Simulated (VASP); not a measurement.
A run of VASP 6.6.1 is set up as follows.

Contents of INCAR:

```
SYSTEM = SiC
PREC = Accurate
ENCUT = 520
EDIFF = 1E-6
ISMEAR = -1
SIGMA = 0.05
LREAL = .FALSE.
LASPH = .TRUE.
NELM = 60
ALGO = Normal
ISIF = 2
LWAVE = .FALSE.
LCHARG = .FALSE.
GGA = PE
NBANDS = 11
```

File KPOINTS:

```
Automatic mesh
0
G
  16 16 16
  0 0 0
```

The input POSCAR:

```
SiC
1.0
    0.0000000000      2.1305200000      2.1740000000
    2.1305200000      0.0000000000      2.1740000000
    2.1305200000      2.1305200000      0.0000000000
Si C
1 1
Direct
    0.0000000000      0.0000000000      0.0000000000
    0.7500000000      0.7500000000      0.7500000000
```

Potentials or basis: VASP PAW PBE potentials, release 64 (Si, C).

The run is started by

```sh
$ cat potpaw_PBE.64/Si/POTCAR potpaw_PBE.64/C/POTCAR > POTCAR
$ mpirun -np 1 vasp_std > vasp.out
```

Estimate the band gap on the k mesh.

1.20 eV, indirect (least direct gap 4.57 eV).

Predict the pressure.

14.8 GPa.

Stress tensor (GPa, compression positive):
```
16.64  0.00  0.00
 0.00 16.64  0.00
 0.00  0.00 11.18
```

Caveat: the cell differs from its parent crystal (x and y stretched by -2 %, z held). A k mesh can miss the band edges.
